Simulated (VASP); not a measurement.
Input of a VASP 6.6.1 run:

The input INCAR:

```
SYSTEM = Al2Ru
PREC = Accurate
ENCUT = 520
EDIFF = 1E-6
ISMEAR = 0
SIGMA = 0.1
LREAL = .False.
LASPH = .True.
NELM = 80
ALGO = Fast
ISIF = 2
LWAVE = .False.
LCHARG = .False.
GGA = PS
NBANDS = 17
```

File KPOINTS:

```
Automatic mesh
0
Gamma
  24 24 24
  0 0 0
```

POSCAR

```
Al2Ru
1.0
   -1.5604216200      1.5604216200      4.2218055900
    1.5604216200     -1.5604216200      4.2218055900
    1.5604216200      1.5604216200     -4.2218055900
Al Ru
2 1
Direct
    0.6592021900      0.6592021900      0.0000000000
    0.3407978100      0.3407978100      0.0000000000
    0.0000000000      0.0000000000      0.0000000000
```

Potentials or basis: VASP PAW PBE potentials, release 64 (Al, Ru_pv).

Command:

```sh
$ cat potpaw_PBE.64/Al/POTCAR potpaw_PBE.64/Ru_pv/POTCAR > POTCAR
$ mpirun -np 1 vasp_std > vasp.out
```

Estimate the largest force.

0.048 eV/Å.

Estimate the band gap on the k mesh.

zero (bands 10 and 11 overlap by 0.15 eV).

Predict the pressure.

-0.4 GPa.

Stress tensor (GPa, compression positive):
```
-0.13  0.00  0.00
 0.00 -0.13  0.00
 0.00  0.00 -0.80
```

Caveat: the PAW data sets were made with another functional, which shifts forces and pressure a little.
